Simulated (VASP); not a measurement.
# NaAl18 in VASP: further runs

NaAl18 is run at these levels: PBE; tasks: single point.

Everything below comes from runs of VASP 6.6.1. Logs are shortened: lines on timing, memory, paths and dates and some standing lists are left out, and cuts for length are marked.

### Step 1. The cell of the first run

The cell holds a slab with vacuum, 19 atoms: a = 5.728 Å, b = 8.591 Å, c = 15.677 Å, α = 90.00°, β = 90.00°, γ = 60.00°.

### Step 2. Single point, PBE

INCAR reads:

```
PREC = Accurate
ENCUT = 520
EDIFF = 1E-6
ISMEAR = -1
SIGMA = 0.1
LREAL = Auto
LASPH = True
NELM = 80
ALGO = Normal
ISIF = 2
LWAVE = False
LCHARG = False
GGA = PE
NBANDS = 46
```

KPOINTS reads:

```
Automatic mesh
0
Gamma
  3 2 1
```

POSCAR reads:

```
NaAl18
1.0
    5.7275650000      0.0000000000      0.0000000000
    4.2956740000      7.4403250000      0.0000000000
    0.0000000000      0.0000000000     15.6765370000
Al Na
18 1
Direct
    0.1666665958      0.1111111410      0.0637895984
    0.6666666831      0.1111111410      0.0637895984
    0.1666667458      0.4444444295      0.0637895984
    0.6666666585      0.4444444295      0.0637895984
    0.1666666204      0.7777778524      0.0637895984
    0.6666667077      0.7777778524      0.0637895984
   -0.1662699809      0.2219288808      0.2148625044
    0.3331735182      0.2221015883      0.2142676026
   -0.1660240164      0.5545377386      0.2122998849
    0.3331645277      0.5557152409      0.2139816338
   -0.1689707232      0.8915873971      0.2137944114
    0.3315617586      0.8915216741      0.2135901571
   -0.0002766417     -0.0000052417      0.3661999458
    0.4985897277      0.0020215515      0.3651449934
    0.0002661323      0.3326653070      0.3657091486
    0.5008683968      0.3328077739      0.3657179516
   -0.0093017543      0.6685920306      0.3594607023
    0.5056057119      0.6688518311      0.3599463963
    0.2716869203      0.6319752161      0.5245841604
```

Potentials or basis: VASP PAW PBE potentials, release 64 (Al, Na_pv).

Started as:

```sh
$ cat potpaw_PBE.64/Al/POTCAR potpaw_PBE.64/Na_pv/POTCAR > POTCAR
$ mpirun -np 1 vasp_std > vasp.out
```

OUTCAR:

```text
PREC = Accurate
   ENCUT = 520
   EDIFF = 1E-6
   ISMEAR = -1
   LREAL = Auto
   LASPH = True
   NELM = 80
   ISIF = 2
   GGA = PE

 ion  position               nearest neighbor table
   1  0.167  0.111  0.064-  12 2.86   2 2.86   4 2.86   5 2.86   3 2.86   6 2.86   2 2.86   8 2.88
                             7 2.89
   2  0.667  0.111  0.064-  11 2.86   1 2.86   4 2.86   3 2.86   5 2.86   6 2.86   1 2.86   8 2.88
                             7 2.89
   3  0.167  0.444  0.064-   9 2.85   4 2.86   2 2.86   1 2.86   5 2.86   6 2.86   4 2.86  10 2.88
                             8 2.88
   4  0.667  0.444  0.064-   9 2.85   3 2.86   2 2.86   1 2.86   5 2.86   3 2.86   6 2.86  10 2.88
                             7 2.89
   5  0.167  0.778  0.064-   6 2.86   2 2.86   1 2.86   3 2.86   4 2.86   6 2.86  10 2.88  12 2.88
                            11 2.88
   6  0.667  0.778  0.064-   9 2.86   5 2.86   2 2.86   1 2.86   3 2.86   5 2.86   4 2.86  12 2.88
                            11 2.88
   7  0.834  0.222  0.215-  12 2.85  11 2.85   9 2.86   8 2.86   8 2.87  10 2.87  15 2.88  16 2.88
                             1 2.89   2 2.89   4 2.89  13 2.89
   8  0.333  0.222  0.214-  12 2.84  11 2.85   9 2.86   7 2.86  10 2.87   7 2.87  14 2.88   1 2.88
                             2 2.88   3 2.88  15 2.89  16 2.89
   9  0.834  0.555  0.212-  17 2.82  18 2.83   4 2.85   3 2.85   8 2.86   7 2.86   6 2.86  10 2.86
[... 4 lines left out ...]
                             5 2.88   9 2.89  14 2.89  13 2.90
  12  0.332  0.892  0.214-  18 2.83   8 2.84   7 2.85   1 2.86  11 2.86  11 2.87   6 2.88   5 2.88
                            10 2.88   9 2.89  14 2.89  13 2.90
  13  1.000  1.000  0.366-  16 2.86  15 2.86  14 2.86  14 2.87  18 2.87  17 2.88   7 2.89  11 2.90
                            12 2.90
  14  0.499  0.002  0.365-  17 2.84  18 2.84  15 2.85  16 2.85  13 2.86  13 2.87   8 2.88  11 2.89
                            12 2.89
  15  0.000  0.333  0.366-  14 2.85  13 2.86  16 2.86  17 2.86  18 2.86  16 2.87   7 2.88   8 2.89
                             9 2.92
  16  0.501  0.333  0.366-  14 2.85  13 2.86  15 2.86  15 2.87   7 2.88   8 2.89  10 2.90  18 2.90
                            17 2.91
  17  0.991  0.669  0.359-  18 2.78   9 2.82  11 2.82  14 2.84  10 2.84  15 2.86  13 2.88  16 2.91
                            18 2.95  19 2.98
  18  0.506  0.669  0.360-  17 2.78  12 2.83   9 2.83  14 2.84  10 2.85  15 2.86  13 2.87  16 2.90
                            17 2.95  19 3.00
  19  0.272  0.632  0.525-  17 2.98  18 3.00

  LATTYP: Found a simple monoclinic cell.
 ALAT       =     5.7275650000
 B/A-ratio  =     2.7370334514
 C/A-ratio  =     1.3228756151
 COS(beta)  =    -0.1889822093

  Lattice vectors:

 A1 = (   5.7275650000,   0.0000000000,   0.0000000000)
 A2 = (   0.0000000000,   0.0000000000, -15.6765370000)
 A3 = (  -1.4318910000,   7.4403250000,   0.0000000000)

Analysis of symmetry for initial positions (statically):
[... 165 lines left out ...]
   POTIM  = 0.5000    time-step for ionic-motion
   TEBEG  =    0.0;   TEEND  =   0.0 temperature during run
   PSTRESS=    0.0 pullay stress
   NELECT =      61.0000    total number of electrons
   NUPDOWN=      -1.0000    fix difference up-down
   EMIN   =  10.00;   EMAX   =-10.00  energy-range for DOS
   EFERMI =   0.00;   METHOD = LEGACY
   ISMEAR =    -1;   SIGMA  =   0.10  broadening in eV -4-tet -1-fermi 0-gaus
   EFERMI_NEDOS =   21; number of points for ismear=-14 and -15
   IALGO  =     38    algorithm
   IMIX   =      4    mixing-type and parameters
     AMIX     =   0.40;   BMIX     =  1.00
     AMIX_MAG =   1.60;   BMIX_MAG =  1.00
  volume/ion in A,a.u.               =      35.16       237.28
  Fermi-wavevector in a.u.,A,eV,Ry     =   0.737192  1.393091  7.394119  0.543452
  Thomas-Fermi vector in A             =   1.830814
   LORBIT       =      0    0 simple, 1 ext, 2 COOP (PROOUT), +10 PAW based schemes
   GGA     = PE    functional components
[... 5 lines left out ...]
 non-spin polarized calculation
  energy-cutoff  :      520.00
  volume of cell :      668.05
 maximum number of plane-waves:     17998
 NGX is ok and might be reduce to    42
   NGX = 21   NGY = 31   NGZ = 59

 number of electron      61.0000003 magnetization

 Free energy of the ion-electron system (eV)
  ---------------------------------------------------
  ext. energy  EPLUGINS =         0.00000000
  ---------------------------------------------------
  free energy    TOTEN  =       -65.21435672 eV

  energy without entropy =      -64.79911898  energy(sigma->0) =      -65.00673785

 E-fermi :   1.9440     XC(G=0):  -6.0002

 val. band max:        1.8903718807   @ k =   0.0000   0.0000   0.0000
 cond. band min:       2.0319057186   @ k =   0.3333   0.0000   0.0000
 fundamental gap:      0.1415338379
 Fermi energy:         1.9440417830

 k-point     1 :       0.0000    0.0000    0.0000
  band No.  band energies     occupation
      1     -23.8483      2.00000
      2     -23.8438      2.00000
      3     -23.8398      2.00000
      4      -8.3328      2.00000
      5      -6.6316      2.00000
      6      -5.7064      2.00000
[... 169 lines left out ...]
     41       4.3644      0.00000
     42       4.4020      0.00000
 [bands above 42 left out]

------------------------ aborting loop because EDIFF is reached ----------------------------------------

  FORCE on cell =-STRESS in cart. coord.  units (eV):
  Direction    XX          YY          ZZ          XY          YZ          ZX
  --------------------------------------------------------------------------------------
  -------------------------------------------------------------------------------------
  Total       -5.2764823     -5.8119741     -0.3488491      0.0083154     -0.1553930      0.0241920
  in kB      -12.6544421    -13.9386972     -0.8366351      0.0199427     -0.3726748      0.0580189
  external PRESSURE =      -9.1432581 kB  Pullay stress =       0.0000000 kB

 VOLUME and BASIS-vectors are now :
 -----------------------------------------------------------------------------
  energy-cutoff  :      520.00
  volume of cell :      668.05
      direct lattice vectors                 reciprocal lattice vectors
     5.727565000  0.000000000  0.000000000     0.174594265 -0.100802054  0.000000000
     4.295674000  7.440325000  0.000000000     0.000000000  0.134402731  0.000000000
     0.000000000  0.000000000 15.676537000     0.000000000  0.000000000  0.063789598

 POSITION                                       TOTAL-FORCE (eV/Angst)
 -----------------------------------------------------------------------------------
      1.43189      0.82670      1.00000         0.007615      0.000963     -0.024837
      4.29567      0.82670      1.00000        -0.005549      0.013743     -0.003398
      2.86378      3.30681      1.00000         0.014796     -0.026400     -0.002674
      5.72757      3.30681      1.00000        -0.018576     -0.013829     -0.007120
      4.29567      5.78692      1.00000         0.013713      0.015755      0.022337
      7.15946      5.78692      1.00000        -0.013818      0.026397     -0.023025
[... 11 lines left out ...]
      5.76906      4.97648      5.64271        -0.001544      0.001476     -0.005590
      4.27086      4.70210      8.22366         0.006190     -0.024479     -0.006657
 -----------------------------------------------------------------------------------
    total drift:                               -0.004541      0.000394     -0.008890

  FREE ENERGIE OF THE ION-ELECTRON SYSTEM (eV)
  ---------------------------------------------------
  free  energy   TOTEN  =       -65.2143567233 eV

  energy  without entropy=      -64.7991189795  energy(sigma->0) =      -65.00673785
```

It took 2.3 min on 1 thread of Intel Xeon 6975P-C (Granite Rapids), shared host; peak memory 0.7 GiB.

Results:

```yaml
Free_energy: -65.2144 eV
Largest_force: 0.038 eV/Å
```

Forces in eV/Å, atoms in the order of the input:
```
Al   0.008  0.001 -0.025
Al  -0.006  0.014 -0.003
Al   0.015 -0.026 -0.003
Al  -0.019 -0.014 -0.007
Al   0.014  0.016  0.022
Al  -0.014  0.026 -0.023
Al   0.000  0.001  0.014
Al   0.001  0.000  0.015
Al   0.002  0.000  0.016
Al   0.001  0.001  0.017
Al   0.000  0.002  0.012
Al   0.000  0.001  0.011
Al  -0.002  0.000 -0.005
Al   0.002  0.003 -0.009
Al  -0.002  0.000 -0.008
Al  -0.002 -0.001 -0.008
Al  -0.003 -0.001 -0.004
Al  -0.002  0.001 -0.006
Na   0.006 -0.024 -0.007
```

Caveat: the k points lie up to 0.42 Å⁻¹ apart.

### Step 3. Single point, PBE

INCAR reads:

```
SYSTEM = NaAl18
PREC = Accurate
ENCUT = 520
EDIFF = 1E-7
ISMEAR = -1
SIGMA = 0.1
LREAL = Auto
LASPH = .TRUE.
NELM = 60
ALGO = Normal
ISIF = 2
LWAVE = .FALSE.
LCHARG = .FALSE.
GGA = PE
NBANDS = 46
```

KPOINTS reads:

```
regular mesh
0
G
  3 2 1
  0 0 0
```

POSCAR reads:

```
NaAl18
1.0
    5.7275650000      0.0000000000      0.0000000000
    4.2956740000      7.4403250000      0.0000000000
    0.0000000000      0.0000000000     15.6765370000
Al Na
18 1
Direct
    0.1666665958      0.1111111410      0.0637895984
    0.6666666831      0.1111111410      0.0637895984
    0.1666667458      0.4444444295      0.0637895984
    0.6666666585      0.4444444295      0.0637895984
    0.1666666204      0.7777778524      0.0637895984
    0.6666665331      0.7777778524      0.0637895984
   -0.1661209328      0.2214237953      0.2148915287
    0.3338476742      0.2214955664      0.2143458086
   -0.1653876908      0.5537330695      0.2119646067
    0.3338155233      0.5548549291      0.2137766778
   -0.1686040472      0.8910649736      0.2140614984
    0.3319880481      0.8911027408      0.2138291767
   -0.0002094538     -0.0003124863      0.3661970115
    0.5000381488      0.0006776586      0.3656648149
    0.0015641782      0.3311203476      0.3652785689
    0.5001834704      0.3334002211      0.3663978849
   -0.0071974992      0.6655707916      0.3592275513
    0.5079625477      0.6660909302      0.3597830950
    0.2417294812      0.6712214856      0.5249822075
```

Potentials or basis: VASP PAW PBE potentials, release 64 (Al, Na_pv).

Started as:

```sh
$ cat potpaw_PBE.64/Al/POTCAR potpaw_PBE.64/Na_pv/POTCAR > POTCAR
$ mpirun -np 1 vasp_std > vasp.out
```

Run time: 2.6 min. Hardware: 1 thread of Intel Xeon 6975P-C (Granite Rapids), shared host; peak memory 0.69 GiB.

The run converged. Its results:

```
Free energy   : -65.2100 eV
Largest force : 0.042 eV/Å
```

Forces on the atoms (eV/Å):
```
Al   0.011  0.004 -0.018
Al  -0.008  0.013  0.000
Al   0.015 -0.037 -0.014
Al  -0.018 -0.018 -0.019
Al   0.016  0.013  0.027
Al  -0.015  0.024 -0.021
Al   0.000  0.000  0.017
Al   0.002  0.000  0.016
Al   0.002 -0.001  0.018
Al   0.002  0.000  0.018
Al   0.000  0.003  0.014
Al  -0.001  0.001  0.013
Al  -0.002 -0.001 -0.005
Al   0.003  0.000 -0.007
Al  -0.002 -0.001 -0.010
Al  -0.001  0.000 -0.009
Al  -0.003  0.000 -0.002
Al  -0.005  0.003 -0.007
Na   0.007 -0.003 -0.011
```

Levels at points of the mesh, in eV from the Fermi level:
| k point | band 29 | band 30 | band 31 | band 32 | band 33 | band 34 |
| --- | --- | --- | --- | --- | --- | --- |
| (0.00, 0.00, 0.00) | -0.15 | -0.14 | -0.12 | -0.06 | 0.10 | 0.14 |
| (0.00, 0.50, 0.00) | -0.32 | -0.15 | -0.14 | -0.11 | -0.09 | 0.32 |

Caveat: the k points lie up to 0.42 Å⁻¹ apart.

### Step 4. Single point, PBE

INCAR reads:

```
PREC     = Accurate       # precision mode
ENCUT    = 520            # plane-wave cutoff, eV
EDIFF    = 1E-7           # SCF threshold, eV
ISMEAR   = -1             # smearing method
SIGMA    = 0.1            # smearing width, eV
LREAL    = Auto         
LASPH    = T              # aspherical terms in the spheres
NELM     = 80             # most SCF steps
ALGO     = Normal         # electronic algorithm
ISIF     = 2              # what is computed and relaxed
LWAVE    = F              # write WAVECAR
LCHARG   = F              # write CHGCAR
GGA      = PE             # functional
NBANDS   = 46             # bands
```

KPOINTS reads:

```
Automatic mesh
0
Gamma
  3 2 1
```

POSCAR reads:

```
NaAl18
1.0
    5.7275650000      0.0000000000      0.0000000000
    4.2956740000      7.4403250000      0.0000000000
    0.0000000000      0.0000000000     15.6765370000
Al Na
18 1
Direct
    0.1666665958      0.1111111410      0.0637895984
    0.6666666831      0.1111111410      0.0637895984
    0.1666667458      0.4444444295      0.0637895984
    0.6666666585      0.4444444295      0.0637895984
    0.1666666204      0.7777778524      0.0637895984
    0.6666665331      0.7777778524      0.0637895984
   -0.1663525081      0.2216103463      0.2146565278
    0.3340231742      0.2213518899      0.2143282027
   -0.1652310553      0.5536164079      0.2119495524
    0.3338479062      0.5546690501      0.2136656839
   -0.1685847096      0.8908629663      0.2142867395
    0.3322209116      0.8909303021      0.2140012810
   -0.0015943681      0.0014037021      0.3654801440
    0.5004480139      0.0002571124      0.3660742803
    0.0018400932      0.3310676617      0.3648740790
    0.4992344755      0.3341524732      0.3663764516
   -0.0059447788      0.6643248783      0.3595369947
    0.5085066465      0.6648279477      0.3600203285
    0.2144312552      0.7079364141      0.5248291125
```

Started as:

```sh
$ cat potpaw_PBE.64/Al/POTCAR potpaw_PBE.64/Na_pv/POTCAR > POTCAR
$ mpirun -np 1 vasp_std > vasp.out
```

Run time: 2.4 min. Hardware: 1 thread of Intel Xeon 6975P-C (Granite Rapids), shared host; peak memory 0.7 GiB.

The run converged. Its results:

```yaml
Free_energy: -65.2123 eV
Largest_force: 0.049 eV/Å
```

Forces on the atoms (eV/Å):
```
Al   0.014  0.006 -0.013
Al  -0.011  0.015  0.001
Al   0.014 -0.042 -0.020
Al  -0.017 -0.017 -0.026
Al   0.017  0.012  0.033
Al  -0.017  0.022 -0.015
Al   0.001  0.001  0.015
Al   0.002  0.001  0.015
Al   0.001 -0.003  0.016
Al   0.001 -0.001  0.014
Al  -0.001  0.001  0.015
Al   0.000  0.001  0.012
Al  -0.001 -0.001 -0.007
Al   0.002 -0.001 -0.005
Al  -0.002 -0.002 -0.010
Al  -0.002  0.002 -0.010
Al  -0.003 -0.006 -0.002
Al  -0.003 -0.004 -0.007
Na   0.006  0.016 -0.006
```

Levels at points of the mesh, in eV from the Fermi level:
```csv
k point,band 28,band 29,band 30,band 31,band 32,band 33,band 34,band 35
"(0.00, 0.00, 0.00)",-0.33,-0.16,-0.14,-0.12,-0.06,0.10,0.14,1.22
"(0.00, 0.50, 0.00)",-0.33,-0.32,-0.15,-0.14,-0.11,-0.09,0.32,0.82
```

Caveat: the k points lie up to 0.42 Å⁻¹ apart.

### Step 5. Single point, PBE

INCAR reads:

```
SYSTEM = NaAl18
ALGO = Normal
EDIFF = 1E-7
ENCUT = 520
GGA = PE
ISIF = 2
ISMEAR = -1
LASPH = .TRUE.
LCHARG = .FALSE.
LREAL = Auto
LWAVE = .FALSE.
NBANDS = 46
NELM = 60
PREC = Accurate
SIGMA = 0.1
```

KPOINTS reads:

```
k-points
0
G
  3 2 1
  0 0 0
```

POSCAR reads:

```
NaAl18
1.0
    5.7275650000      0.0000000000      0.0000000000
    4.2956740000      7.4403250000      0.0000000000
    0.0000000000      0.0000000000     15.6765370000
Al Na
18 1
Direct
    0.1666665958      0.1111111410      0.0637895984
    0.6666666831      0.1111111410      0.0637895984
    0.1666667458      0.4444444295      0.0637895984
    0.6666666585      0.4444444295      0.0637895984
    0.1666666204      0.7777778524      0.0637895984
    0.6666665331      0.7777778524      0.0637895984
   -0.1665153020      0.2218369493      0.2141947549
    0.3343305075      0.2209760998      0.2142536327
   -0.1649147088      0.5534437004      0.2121929097
    0.3339087589      0.5543909708      0.2136518416
   -0.1683568714      0.8902349024      0.2145222507
    0.3328911601      0.8902745512      0.2141580759
   -0.0032003515      0.0034937990      0.3639733699
    0.5009791845     -0.0006643527      0.3664465564
    0.0023374305      0.3309972347      0.3644475180
    0.4989984085      0.3338659266      0.3659077895
   -0.0039733023      0.6629847487      0.3604036402
    0.5088864263      0.6631273499      0.3606626897
    0.1885149886      0.7443633175      0.5244570915
```

Started as:

```sh
$ cat potpaw_PBE.64/Al/POTCAR potpaw_PBE.64/Na_pv/POTCAR > POTCAR
$ mpirun -np 1 vasp_std > vasp.out
```

Run time: 2.7 min. Hardware: 1 thread of Intel Xeon 6975P-C (Granite Rapids), shared host; peak memory 0.7 GiB.

Results (log left out):

```
Free energy   : -65.2181 eV
Largest force : 0.052 eV/Å
```

Forces on the atoms (eV/Å):
```
Al   0.016  0.006 -0.010
Al  -0.013  0.015  0.002
Al   0.012 -0.046 -0.020
Al  -0.015 -0.012 -0.031
Al   0.018  0.012  0.040
Al  -0.018  0.018 -0.004
Al   0.001  0.000  0.009
Al   0.002  0.002  0.008
Al   0.002 -0.002  0.010
Al   0.001  0.000  0.009
Al   0.000 -0.001  0.012
Al   0.001 -0.001  0.008
Al  -0.001  0.000 -0.009
Al   0.002  0.001 -0.004
Al  -0.003 -0.001 -0.008
Al  -0.003 -0.001 -0.005
Al  -0.002 -0.005 -0.005
Al  -0.001 -0.005 -0.005
Na   0.003  0.020  0.002
```

Levels at points of the mesh, in eV from the Fermi level:
```csv
k point,band 27,band 28,band 29,band 30,band 31,band 32,band 33,band 34,band 35,band 36
"(0.00, 0.00, 0.00)",-0.61,-0.33,-0.16,-0.13,-0.11,-0.05,0.11,0.13,1.22,1.30
"(0.00, 0.50, 0.00)",-1.40,-0.33,-0.33,-0.16,-0.13,-0.11,-0.09,0.32,0.83,1.22
```

Caveat: the k points lie up to 0.42 Å⁻¹ apart.

(Continued in part 2 of 3.)
